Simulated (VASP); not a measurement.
# ZnS in VASP: further runs

ZnS is run at these levels: PBE, r2SCAN; tasks: single point.

Everything below comes from runs of VASP 6.6.1. Logs are shortened: lines on timing, memory, paths and dates and some standing lists are left out, and cuts for length are marked.

**1. The cell of the first run**

It takes space group F-43m (No. 216, cubic). Conventional cell: a = 5.388 Å, b = 5.388 Å, c = 5.388 Å, α = 90.00°, β = 90.00°, γ = 90.00°. Zn (site symmetry -43m) has 4 S at 2.33 Å within 3.1 Å. Within 3.1 Å of S (site symmetry -43m) lie 4 Zn at 2.33 Å.

**2. Single point, PBE**

File INCAR:

```
SYSTEM = ZnS
  PREC = Accurate
  ENCUT = 520
  EDIFF = 1E-6
  ISMEAR = -1
  SIGMA = 0.02
  LREAL = .False.
  LASPH = .True.
  NELM = 60
  ALGO = Normal
  ISIF = 2
  LWAVE = .False.
  LCHARG = .False.
  GGA = PE
  NBANDS = 16
```

File KPOINTS:

```
regular mesh
0
Gamma
  8 8 8
  0 0 0
```

File POSCAR:

```
ZnS
1.0
    0.0000000000      2.6940858325      2.6940858325
    2.6940858325      0.0000000000      2.6940858325
    2.6940858325      2.6940858325      0.0000000000
Zn S
1 1
Direct
    0.0000000000      0.0000000000      0.0000000000
    0.2500000000      0.2500000000      0.2500000000
```

Potentials or basis: VASP PAW PBE potentials, release 64 (Zn, S).

The run is started by

```
> cat potpaw_PBE.64/Zn/POTCAR potpaw_PBE.64/S/POTCAR > POTCAR
> mpirun -np 1 vasp_std > vasp.out
```

OUTCAR:

```text
SYSTEM = ZnS
   PREC = Accurate
   ENCUT = 520
   EDIFF = 1E-6
   ISMEAR = -1
   LREAL = .False.
   LASPH = .True.
   NELM = 60
   ISIF = 2
   GGA = PE

 ion  position               nearest neighbor table
   1  0.000  0.000  0.000-   2 2.33   2 2.33   2 2.33   2 2.33
   2  0.250  0.250  0.250-   1 2.33   1 2.33   1 2.33   1 2.33

  LATTYP: Found a face centered cubic cell.
 ALAT       =     5.3881716650

  Lattice vectors:

 A1 = (   0.0000000000,   2.6940858325,   2.6940858325)
 A2 = (   2.6940858325,   0.0000000000,   2.6940858325)
 A3 = (   2.6940858325,   2.6940858325,   0.0000000000)

Analysis of symmetry for initial positions (statically):
=====================================================================
 Subroutine PRICEL returns:
 Original cell was already a primitive cell.

 Routine SETGRP: Setting up the symmetry group for a
 face centered cubic supercell.

 Subroutine GETGRP returns: Found 24 space group operations
 (whereof 24 operations were pure point group operations)
 out of a pool of 48 trial point group operations.

The static configuration has the point symmetry T_d .

Analysis of symmetry for dynamics (positions and initial velocities):
=====================================================================
 Subroutine PRICEL returns:
 Original cell was already a primitive cell.

 Routine SETGRP: Setting up the symmetry group for a
 face centered cubic supercell.

 Subroutine GETGRP returns: Found 24 space group operations
 (whereof 24 operations were pure point group operations)
 out of a pool of 48 trial point group operations.

The dynamic configuration has the point symmetry T_d .

 Subroutine INISYM returns: Found 24 space group operations
 (whereof 24 operations are pure point group operations),
 and found     1 'primitive' translations

----------------------------------------------------------------------------------------

                                     Primitive cell

  volume of cell :      39.1079

  direct lattice vectors                    reciprocal lattice vectors
     0.000000000  2.694085832  2.694085832    -0.185591711  0.185591711  0.185591711
     2.694085832  0.000000000  2.694085832     0.185591711 -0.185591711  0.185591711
     2.694085832  2.694085832  0.000000000     0.185591711  0.185591711 -0.185591711

  length of vectors
     3.810012723  3.810012723  3.810012723     0.321454273  0.321454273  0.321454273

  position of ions in fractional coordinates (direct lattice)
     0.000000000  0.000000000  0.000000000
     0.250000000  0.250000000  0.250000000

  ion indices of the primitive-cell ions
   primitive index   ion index
                 1           1
                 2           2

----------------------------------------------------------------------------------------

 KPOINTS: regular mesh

Automatic generation of k-mesh.
 Grid dimensions read from file:
 generate k-points for:    8    8    8

 Generating k-lattice:

  Cartesian coordinates                     Fractional coordinates (reciprocal lattice)
    -0.023198964  0.023198964  0.023198964     0.125000000  0.000000000  0.000000000
     0.023198964 -0.023198964  0.023198964     0.000000000  0.125000000  0.000000000
     0.023198964  0.023198964 -0.023198964     0.000000000  0.000000000  0.125000000

  Length of vectors
     0.040181784  0.040181784  0.040181784

  Shift w.r.t. Gamma in fractional coordinates (k-lattice)
     0.000000000  0.000000000  0.000000000

 Subroutine IBZKPT returns following result:
 ===========================================

 Found     29 irreducible k-points:

 Following reciprocal coordinates:
            Coordinates               Weight
  0.000000  0.000000  0.000000      1.000000
  0.125000  0.000000  0.000000      8.000000
  0.250000  0.000000  0.000000      8.000000
  0.375000  0.000000  0.000000      8.000000
  0.500000  0.000000  0.000000      4.000000
  0.125000  0.125000  0.000000      6.000000
[... 16 lines left out ...]
  0.500000  0.250000  0.125000     48.000000
 -0.375000  0.250000  0.125000     24.000000
 [... further k-points ...]
   k-points           NKPTS =     29   k-points in BZ     NKDIM =     29   number of bands    NBANDS=     16
   number of dos      NEDOS =    301   number of ions     NIONS =      2
   total plane-waves  NPLWV =  21952
   dimension x,y,z NGX =    28 NGY =   28 NGZ =   28
   dimension x,y,z NGXF=    56 NGYF=   56 NGZF=   56
   ions per type =               1   1
   NGX,Y,Z   is equivalent  to a cutoff of  12.22, 12.22, 12.22 a.u.
   NGXF,Y,Z  is equivalent  to a cutoff of  24.44, 24.44, 24.44 a.u.
 SYSTEM =  ZnS
   PREC   = accura    normal or accurate (medium, high low for compatibility)
   ISTART =      0    job   : 0-new  1-cont  2-samecut
   ICHARG =      2    charge: 1-file 2-atom 10-const
   ISPIN  =      1    spin polarized calculation?
   LNONCOLLINEAR =      F non collinear calculations
   LSORBIT =      F    spin-orbit coupling
[... 106 lines left out ...]
  band No.  band energies     occupation
      1     -10.0693      2.00000
      2      -4.0681      2.00000
      3      -4.0681      2.00000
      4      -3.6454      2.00000
      5      -3.6454      2.00000
      6      -3.4712      2.00000
[... 8 lines left out ...]
     15      15.6204      0.00000
     16      15.6204      0.00000

 k-point     6 :       0.1250    0.1250    0.0000
  band No.  band energies     occupation
      1     -10.8546      2.00000
      2      -4.2060      2.00000
      3      -4.1454      2.00000
      4      -4.1454      2.00000
      5      -3.6934      2.00000
      6      -3.6651      2.00000
[... 8 lines left out ...]
     15      14.1641      0.00000
     16      15.4136      0.00000

 k-point     7 :       0.2500    0.1250    0.0000
  band No.  band energies     occupation
      1     -10.6075      2.00000
      2      -4.1981      2.00000
      3      -4.0958      2.00000
      4      -4.0951      2.00000
      5      -3.7014      2.00000
      6      -3.6547      2.00000
[... 8 lines left out ...]
     15      14.1447      0.00000
     16      15.9115      0.00000

 k-point     8 :       0.3750    0.1250    0.0000
  band No.  band energies     occupation
      1     -10.2638      2.00000
      2      -4.1148      2.00000
      3      -4.0515      2.00000
      4      -3.9960      2.00000
      5      -3.6751      2.00000
      6      -3.6425      2.00000
[... 8 lines left out ...]
     15      14.9111      0.00000
     16      15.2999      0.00000

 k-point     9 :       0.5000    0.1250    0.0000
  band No.  band energies     occupation
      1     -10.0287      2.00000
      2      -4.0710      2.00000
      3      -4.0359      2.00000
      4      -3.7361      2.00000
      5      -3.6423      2.00000
      6      -3.5155      2.00000
[... 8 lines left out ...]
     15      15.6396      0.00000
     16      15.7287      0.00000
[... 172 lines left out ...]
 k-point    19 :       0.5000    0.3750    0.0000
  band No.  band energies     occupation
      1      -9.8047      2.00000
      2      -4.1798      2.00000
      3      -3.8696      2.00000
      4      -3.8498      2.00000
      5      -3.6125      2.00000
      6      -3.4808      2.00000
[... 8 lines left out ...]
     15      15.9080      0.00000
     16      17.0552      0.00000

 k-point    20 :      -0.3750    0.3750    0.0000
  band No.  band energies     occupation
      1      -9.7757      2.00000
      2      -4.1048      2.00000
      3      -3.8975      2.00000
      4      -3.7833      2.00000
      5      -3.6405      2.00000
      6      -3.3230      2.00000
[... 8 lines left out ...]
     15      14.6822      0.00000
     16      18.0391      0.00000

 k-point    21 :       0.5000    0.5000    0.0000
  band No.  band energies     occupation
      1      -9.7516      2.00000
      2      -4.2199      2.00000
      3      -3.8352      2.00000
      4      -3.8352      2.00000
      5      -3.5992      2.00000
      6      -3.4569      2.00000
[... 8 lines left out ...]
     15      15.9187      0.00000
     16      16.7614      0.00000

 k-point    22 :       0.3750    0.2500    0.1250
  band No.  band energies     occupation
      1     -10.3410      2.00000
      2      -4.1650      2.00000
      3      -4.0506      2.00000
      4      -4.0235      2.00000
      5      -3.6996      2.00000
      6      -3.6375      2.00000
[... 8 lines left out ...]
     15      14.9974      0.00000
     16      17.3389      0.00000

 k-point    23 :       0.5000    0.2500    0.1250
  band No.  band energies     occupation
      1     -10.0462      2.00000
      2      -4.0738      2.00000
      3      -4.0195      2.00000
      4      -3.8771      2.00000
      5      -3.6586      2.00000
      6      -3.6031      2.00000
[... 8 lines left out ...]
     15      16.0011      0.00000
     16      16.5456      0.00000

 k-point    24 :      -0.3750    0.2500    0.1250
  band No.  band energies     occupation
      1      -9.9140      2.00000
      2      -4.0566      2.00000
      3      -3.9974      2.00000
      4      -3.7333      2.00000
      5      -3.6639      2.00000
      6      -3.4024      2.00000
[... 8 lines left out ...]
     15      15.6869      0.00000
     16      16.4911      0.00000

 [... further k-points ...]
[... 5 lines left out ...]
  --------------------------------------------------------------------------------------
  -------------------------------------------------------------------------------------
  Total        0.5996518      0.5996518      0.5996518      0.0000000     -0.0000000     -0.0000000
  in kB       24.5666240     24.5666240     24.5666240      0.0000000     -0.0000000     -0.0000000
  external PRESSURE =      24.5666240 kB  Pullay stress =       0.0000000 kB

 VOLUME and BASIS-vectors are now :
 -----------------------------------------------------------------------------
  energy-cutoff  :      520.00
  volume of cell :       39.11
      direct lattice vectors                 reciprocal lattice vectors
     0.000000000  2.694085832  2.694085832    -0.185591711  0.185591711  0.185591711
     2.694085832  0.000000000  2.694085832     0.185591711 -0.185591711  0.185591711
     2.694085832  2.694085832  0.000000000     0.185591711  0.185591711 -0.185591711

 POSITION                                       TOTAL-FORCE (eV/Angst)
 -----------------------------------------------------------------------------------
      0.00000      0.00000      0.00000        -0.000000     -0.000000     -0.000000
      1.34704      1.34704      1.34704         0.000000      0.000000      0.000000
 -----------------------------------------------------------------------------------
    total drift:                                0.000001      0.000001      0.000001

  FREE ENERGIE OF THE ION-ELECTRON SYSTEM (eV)
  ---------------------------------------------------
  free  energy   TOTEN  =        -6.8424810163 eV

  energy  without entropy=       -6.8424810163  energy(sigma->0) =       -6.84248102
```

Wall time 18 s (1 thread of AMD EPYC 9R14 (Zen 4), shared host); peak memory 0.13 GiB.

What came out:

| Quantity | Value |
| --- | --- |
| Free energy | -6.8425 eV |
| Pressure | 2.5 GPa |
| Band gap on the k mesh | 2.15 eV |

Levels at points of the mesh, in eV from the valence-band top:
```csv
k point,band 5,band 6,band 7,band 8,band 9,band 10,band 11,band 12,band 13,band 14
"(0.00, 0.00, 0.00)",-5.87,-5.87,0.00,0.00,0.00,2.15,6.39,6.39,6.39,11.77
"(0.50, 0.00, 0.00)",-5.83,-5.66,-5.35,-0.88,-0.88,3.33,6.92,6.92,8.91,12.21
"(0.50, 0.50, 0.00)",-5.79,-5.65,-4.59,-2.25,-2.25,3.39,4.07,11.04,12.03,12.03
```

**3. Single point, r2SCAN**

POSCAR is that of step 2.

File INCAR.step1:

```
SYSTEM = ZnS
PREC = Accurate
ENCUT = 520
ISMEAR = 0
SIGMA = 0.01
LREAL = .FALSE.
LASPH = .TRUE.
NELM = 80
NBANDS = 16
GGA = PE
ALGO = Normal
EDIFF = 1E-4
LWAVE = .TRUE.
LCHARG = .FALSE.
```

File INCAR.step2:

```
SYSTEM = ZnS
PREC = Accurate
ENCUT = 520
EDIFF = 1E-7
ISMEAR = 0
SIGMA = 0.01
LREAL = .FALSE.
LASPH = .TRUE.
NELM = 80
ALGO = Normal
ISIF = 2
LWAVE = .FALSE.
LCHARG = .FALSE.
METAGGA = R2SCAN
LMIXTAU = .TRUE.
NBANDS = 16
ISTART = 1
```

File KPOINTS:

```
Automatic mesh
0
G
  8 8 8
  0 0 0
```

Potentials or basis: VASP PAW PBE potentials, release 64 (Zn, S).

The run is started by

```
> cat potpaw_PBE.64/Zn/POTCAR potpaw_PBE.64/S/POTCAR > POTCAR
> cp INCAR.step1 INCAR
> mpirun -np 1 vasp_std > vasp.out
> cp INCAR.step2 INCAR
> mpirun -np 1 vasp_std > vasp.out
```

It took 91 s on 1 thread of AMD EPYC 9R14 (Zen 4), shared host; peak memory 0.14 GiB.

Results (log left out):

| Item | Value |
| --- | --- |
| Free energy | -18.8662 eV |
| Pressure | 0.1 GPa |
| Band gap on the k mesh | 2.72 eV |

Levels at points of the mesh, in eV from the valence-band top:
| k point | band 6 | band 7 | band 8 | band 9 | band 10 | band 11 | band 12 | band 13 |
| --- | --- | --- | --- | --- | --- | --- | --- | --- |
| (0.00, 0.00, 0.00) | -5.98 | 0.00 | 0.00 | 0.00 | 2.72 | 6.90 | 6.90 | 6.90 |
| (0.50, 0.00, 0.00) | -5.78 | -5.46 | -0.90 | -0.90 | 3.83 | 7.39 | 7.39 | 9.45 |
| (0.50, 0.50, 0.00) | -5.76 | -4.65 | -2.31 | -2.31 | 3.71 | 4.48 | 11.83 | 12.89 |

Caveat: the PAW data sets were made with another functional, which shifts forces and pressure a little.

**4. Single point, PBE (epitaxial 111 strain +0.5%)**

File INCAR:

```
PREC = Accurate
ENCUT = 520
EDIFF = 1E-6
ISMEAR = -1
SIGMA = 0.02
LREAL = F
LASPH = T
NELM = 80
ALGO = Normal
ISIF = 2
LWAVE = F
LCHARG = F
GGA = PE
NBANDS = 16
```

File KPOINTS:

```
Automatic mesh
0
Gamma
  8 8 8
```

File POSCAR:

```
ZnS
1.0
   -0.0140677160      2.6934885457      2.6934885457
    2.6934885457     -0.0140677160      2.6934885457
    2.6934885457      2.6934885457     -0.0140677160
Zn S
1 1
Direct
   -0.0004546518     -0.0004546518     -0.0004546518
    0.2504546518      0.2504546518      0.2504546518
```

The run is started by

```
> cat potpaw_PBE.64/Zn/POTCAR potpaw_PBE.64/S/POTCAR > POTCAR
> mpirun -np 1 vasp_std > vasp.out
```

Wall time 32 s (1 thread of AMD EPYC 9R14 (Zen 4), shared host); peak memory 0.15 GiB.

The run converged. Its results:

| Property | Result |
| --- | --- |
| Free energy | -6.8458 eV |
| Pressure | 1.9 GPa |
| Largest force | 0.003 eV/Å |
| Band gap on the k mesh | 2.09 eV |

Forces in eV/Å, atoms in the order of the input:
```
Zn  -0.002 -0.002 -0.002
S    0.002  0.002  0.002
```

Stress tensor (GPa, compression positive):
```
1.89 0.25 0.25
0.25 1.89 0.25
0.25 0.25 1.89
```

Levels at points of the mesh, in eV from the valence-band top:
```tsv
k point	band 6	band 7	band 8	band 9	band 10	band 11	band 12	band 13
(0.00, 0.00, 0.00)	-5.87	-0.04	-0.04	0.00	2.09	6.33	6.33	6.44
(0.50, 0.00, 0.00)	-5.67	-5.33	-0.90	-0.87	3.31	6.90	6.93	8.85
(0.50, 0.50, 0.00)	-5.66	-4.59	-2.28	-2.22	3.37	4.05	10.96	11.95
(0.50, 0.50, 0.50)	-5.66	-5.31	-0.92	-0.92	3.23	6.85	6.85	8.87
```

Caveat: the cell differs from its parent crystal (epitaxial 111 strain +0.5%).

**5. Single point, r2SCAN (epitaxial 111 strain +0.5%)**

POSCAR is that of step 4.

File INCAR.step1:

```
SYSTEM = ZnS
PREC     = Accurate       ! precision mode
ENCUT    = 520            ! plane-wave cutoff, eV
ISMEAR   = 0              ! smearing method
SIGMA    = 0.01           ! smearing width, eV
LREAL    = .FALSE.        ! projectors in reciprocal space
LASPH    = .TRUE.         ! aspherical terms in the spheres
NELM     = 100            ! most SCF steps
NBANDS   = 16             ! bands
GGA      = PE             ! functional
ALGO     = Normal         ! electronic algorithm
EDIFF    = 1E-4           ! SCF threshold, eV
LWAVE    = .TRUE.         ! write WAVECAR
LCHARG   = .FALSE.        ! write CHGCAR
```

File INCAR.step2:

```
SYSTEM = ZnS
PREC     = Accurate       ! precision mode
ENCUT    = 520            ! plane-wave cutoff, eV
EDIFF    = 1E-7           ! SCF threshold, eV
ISMEAR   = 0              ! smearing method
SIGMA    = 0.01           ! smearing width, eV
LREAL    = .FALSE.        ! projectors in reciprocal space
LASPH    = .TRUE.         ! aspherical terms in the spheres
NELM     = 100            ! most SCF steps
ALGO     = Normal         ! electronic algorithm
ISIF     = 2              ! what is computed and relaxed
LWAVE    = .FALSE.        ! write WAVECAR
LCHARG   = .TRUE.         ! write CHGCAR
METAGGA  = R2SCAN         ! meta-GGA
LMIXTAU  = .TRUE.       
LELF     = .TRUE.         ! ELF
LVHAR    = .TRUE.       
NBANDS   = 16             ! bands
ISTART   = 1
```

File KPOINTS:

```
regular mesh
0
G
  8 8 8
  0 0 0
```

The run is started by

```
> cat potpaw_PBE.64/Zn/POTCAR potpaw_PBE.64/S/POTCAR > POTCAR
> cp INCAR.step1 INCAR
> mpirun -np 1 vasp_std > vasp.out
> cp INCAR.step2 INCAR
> mpirun -np 1 vasp_std > vasp.out
```

Run time: 2.8 min. Hardware: 1 thread of AMD EPYC 9R14 (Zen 4), shared host; peak memory 0.16 GiB.

Results (log left out):

- Free energy: -18.8653 eV
- Pressure: -0.5 GPa
- Largest force: 0.004 eV/Å
- Band gap on the k mesh: 2.65 eV

Forces in eV/Å, atoms in the order of the input:
```
Zn  -0.002 -0.002 -0.002
S    0.002  0.002  0.002
```

Stress tensor (GPa, compression positive):
```
-0.48  0.26  0.26
 0.26 -0.48  0.26
 0.26  0.26 -0.48
```

Levels at points of the mesh, in eV from the valence-band top:
```csv
k point,band 6,band 7,band 8,band 9,band 10,band 11,band 12,band 13
"(0.00, 0.00, 0.00)",-5.99,-0.04,-0.04,0.00,2.65,6.84,6.84,6.95
"(0.50, 0.00, 0.00)",-5.79,-5.44,-0.93,-0.89,3.81,7.37,7.40,9.39
"(0.50, 0.50, 0.00)",-5.77,-4.65,-2.34,-2.29,3.69,4.46,11.74,12.81
"(0.50, 0.50, 0.50)",-5.78,-5.42,-0.94,-0.94,3.73,7.32,7.32,9.41
```

Caveat: the cell differs from its parent crystal (epitaxial 111 strain +0.5%); the PAW data sets were made with another functional, which shifts forces and pressure a little.

**6. The runs side by side**

```csv
level,cell,smearing,gap on the mesh (eV),pressure (GPa)
PBE,"a = 3.810 Å, angles 60.0°, 2 atoms",fermi-dirac 0.02 eV,2.15,2.5
r2SCAN,"a = 3.810 Å, angles 60.0°, 2 atoms",gaussian 0.01 eV,2.72,0.1
PBE,"a = 3.809 Å, angles 60.3°, 2 atoms",fermi-dirac 0.02 eV,2.09,1.9
r2SCAN,"a = 3.809 Å, angles 60.3°, 2 atoms",gaussian 0.01 eV,2.65,-0.5
```

Alike in all rows: task single point; potentials or basis VASP PAW PBE potentials, release 64 (Zn, S); no spin polarisation; k mesh 8 × 8 × 8; cutoff (eV) 520.

Caveats: the PAW data sets were made with another functional, which shifts forces and pressure a little (at least some runs).

Absolute energies hang on the potentials; compare differences alone.
